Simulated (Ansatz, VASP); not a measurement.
NbAs: VASP beside Ansatz

```
Nb As
1.0
    -1.78156    1.78156    6.02852
     1.78156   -1.78156    6.02852
     1.78156    1.78156   -6.02852
Nb As
2 2
Direct
  0.00000 0.00000 0.00000
  0.75000 0.25000 0.50000
  0.41600 0.41600 0.00000
  0.16600 0.66600 0.50000
```

Alike in both runs: task single point; functional r2SCAN; k mesh 11 × 11 × 11; occupations methfessel-paxton of order 1, width 0.1 eV; no spin polarisation.

|  | VASP | Ansatz |
| --- | --- | --- |
| version | VASP 6.6.1 | Ansatz 0.2.0 |
| potentials or method | VASP PAW PBE potentials, release 64 (Nb_sv, As), cutoff 520 eV | plane waves, PAW |
| valence electrons in the cell | 36 | 56 |

Ansatz gave:

| Item | Value |
| --- | --- |
| pressure (GPa) | -12.1 |
| traceless stress, the component that is largest in VASP (GPa) | 1.99 |

**Question.** What did VASP give for the same quantities?

**Answer.** Pressure (GPa): -12.2; traceless stress, the component that is largest in VASP (GPa): 1.99.

VASP's potentials were made for PBE, not for r2SCAN. VASP's potentials hold 36 valence electrons a cell and Ansatz's 56, so a difference there can come from the potentials and not from the codes.
